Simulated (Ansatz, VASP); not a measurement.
# Co in VASP and in Ansatz

```
CELL_PARAMETERS angstrom
2.50740 0.00000 0.00000
-1.25370 2.17147 0.00000
0.00000 0.00000 4.06990
ATOMIC_POSITIONS crystal
Co 0.33333 0.66667 0.25000
Co 0.66667 0.33333 0.75000
```

Alike in both runs: task single point; functional PBEsol; k mesh 8 × 8 × 5; occupations fermi-dirac, width 0.1 eV; collinear spin.

|  | VASP | Ansatz |
| --- | --- | --- |
| version | VASP 6.6.1 | Ansatz 0.2.0 |
| potentials or method | VASP PAW PBE potentials, release 64 (Co), cutoff 520 eV | plane waves, PAW |
| valence electrons in the cell | 18 | 34 |

Ansatz gave:

- net moment per atom (μB): 1.66
- size of the moment on the site where the two differ most (μB): 1.73

Problem. Estimate VASP's values.

Solution. net moment per atom (μB): 1.66; size of the moment on the site where the two differ most (μB): 1.67.

VASP's potentials were made for PBE, not for PBEsol. Site moments also hang on the region over which each program counts them. VASP's potentials hold 18 valence electrons a cell and Ansatz's 34, so a difference there can come from the potentials and not from the codes.

The k mesh is coarse, so the values compare programs but aren't converged.
